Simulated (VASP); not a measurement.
Set up this calculation in VASP 6.6.1, as the native input.

```yaml
Task: single point
Functional: PBEsol
Potentials_or_basis: VASP PAW PBE potentials, release 64 (Pt, Se)
Cutoff: 520 eV
k_mesh: 12 × 12 × 10
Occupations: gaussian, width 0.15 eV
Spin: no spin polarisation
Dipole_correction: no
Further_INCAR_settings: ALGO = Normal; EDIFF = 1e-07; NBANDS = 18
```

The structure of PtSe2 lies in POSCAR:

```
PtSe2
1.0
    3.8729606288      0.0000000000      0.0000000000
   -1.9364803144      3.3540822924      0.0000000000
    0.0000000000      0.0000000000      4.8595200000
Pt Se
1 2
Direct
    0.0000000000      0.0000000000      0.0000000000
    0.3333333333      0.6666666667      0.2500000000
    0.6666666667      0.3333333333      0.7500000000
```

This cell differs from its parent crystal: strain +0.040 along x and y, -0.040 along z.

These files were run (other wordings do the same):

INCAR

```
PREC     = Accurate       # precision mode
ENCUT    = 520            # plane-wave cutoff, eV
EDIFF    = 1E-7           # SCF threshold, eV
ISMEAR   = 0              # smearing method
SIGMA    = 0.15           # smearing width, eV
LREAL    = F              # projectors in reciprocal space
LASPH    = T              # aspherical terms in the spheres
NELM     = 60             # most SCF steps
ALGO     = Normal         # electronic algorithm
ISIF     = 2              # what is computed and relaxed
LWAVE    = F              # write WAVECAR
LCHARG   = F              # write CHGCAR
GGA      = PS             # functional
NBANDS   = 18             # bands
```

KPOINTS

```
regular mesh
0
Gamma
  12 12 10
```

Potentials or basis: VASP PAW PBE potentials, release 64 (Pt, Se).

Command:

```sh
$ cat potpaw_PBE.64/Pt/POTCAR potpaw_PBE.64/Se/POTCAR > POTCAR
$ mpirun -np 1 vasp_std > vasp.out
```

Results of the run:

```yaml
Pressure: -4.9 GPa
Largest_force: 0.021 eV/Å
Band_gap_on_the_k_mesh: zero (band 11 reaches 6.42 eV, above the bottom of band 12 at 5.73 eV)
```

Caveat: the cell differs from its parent crystal (strain +0.040 along x and y, -0.040 along z); the PAW data sets were made with another functional, which shifts forces and pressure a little; spin-orbit coupling is left out, which moves the levels of the heavy elements.

Run time: 90 s on 1 thread of AMD EPYC 9R45 96-Core Processor (Zen 5), on a shared host, peak memory 0.29 GiB.
